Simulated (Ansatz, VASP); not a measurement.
## Two plane-wave programs on AlN

The input INCAR:

```
SYSTEM = AlN
PREC     = Accurate       ! precision mode
ENCUT    = 600            ! plane-wave cutoff, eV
EDIFF    = 1E-6           ! SCF threshold, eV
ISMEAR   = 0              ! smearing method
SIGMA    = 0.05           ! smearing width, eV
LREAL    = .False.        ! projectors in reciprocal space
LASPH    = .True.         ! aspherical terms in the spheres
NELM     = 120            ! most SCF steps
ALGO     = Normal         ! electronic algorithm
ISIF     = 2              ! what is computed and relaxed
LWAVE    = .False.        ! write WAVECAR
LCHARG   = .False.        ! write CHGCAR
GGA      = PE             ! functional
NBANDS   = 16             ! bands
GGA_COMPAT= .False.
```

The input KPOINTS:

```
Automatic mesh
0
Gamma
  8 8 6
  0 0 0
```

The input POSCAR:

```
AlN
1.0
    0.0000000000     -2.0353166207     -2.0353166207
    0.0000000000      2.0353166207     -2.0353166207
    4.0706332413      0.0000000000      0.0000000000
Al N
2 2
Direct
    0.5043953878      0.4956046122      0.0000346378
   -0.0043953878      0.0043953878      0.4999653622
    0.5233378923      0.4766621077      0.4810840242
   -0.0233378923      1.0233378923      0.0189159758
```

Input for Ansatz:

```yaml
crystal:
  lattice:
    - [0.0, -2.0353166207, -2.0353166207]
    - [0.0, 2.0353166207, -2.0353166207]
    - [4.0706332413, 0.0, 0.0]
  atoms:
    - { symbol: Al, position: [0.5043953878, 0.4956046122, 3.46378e-05] }
    - { symbol: Al, position: [-0.0043953878, 0.0043953878, 0.4999653622] }
    - { symbol: "N", position: [0.5233378923, 0.4766621077, 0.4810840242] }
    - { symbol: "N", position: [-0.0233378923, 1.0233378923, 0.0189159758] }
basis:
  ecutwfc: 520.0
kpoints:
  mp_grid: { grid: [8, 8, 6] }
hamiltonian:
  xc: pbe
  pseudopotentials: { kind: paw }
scf:
  occupations: { method: gaussian, width: 0.05 }
output:
  forces: true
  stress: true
  eigenvalues: true
  write_density: true
  write_potential: true
  elf: true
  volumetric_format: npy
```

Change from the starting cell: mode 10 frozen in at -0.095 Å and mode 12 at -0.077 Å (largest displacements).

Alike in both runs: task single point; functional PBE; k mesh 8 × 8 × 6; occupations gaussian, width 0.05 eV; no spin polarisation.

```csv
,VASP,Ansatz
version,VASP 6.6.1,Ansatz 0.2.0
potentials or method,"VASP PAW PBE potentials, release 64 (Al, N), cutoff 600 eV","scalar-relativistic, plane waves, PAW"
valence electrons in the cell,16,16
```

|  | VASP | Ansatz | Ansatz less VASP |
| --- | --- | --- | --- |
| gap on the k mesh at the Fermi level (eV) | 4.17 | 4.19 | +0.022 |
| least direct gap on the mesh (eV) | 4.55 | 4.57 | +0.021 |
| pressure (GPa) | 3.4 | 3.8 | +0.43 |
| traceless stress, the component that is largest in VASP (GPa) | 3.79 | 3.77 | -0.021 |
| rms of the force components (eV/Å) | 1.057 | 1.054 | -0.0028 |

Atom by atom the forces differ by 0.003 eV/Å (rms over components). With one functional, cell and mesh, what is left measures potentials, basis and numerics.
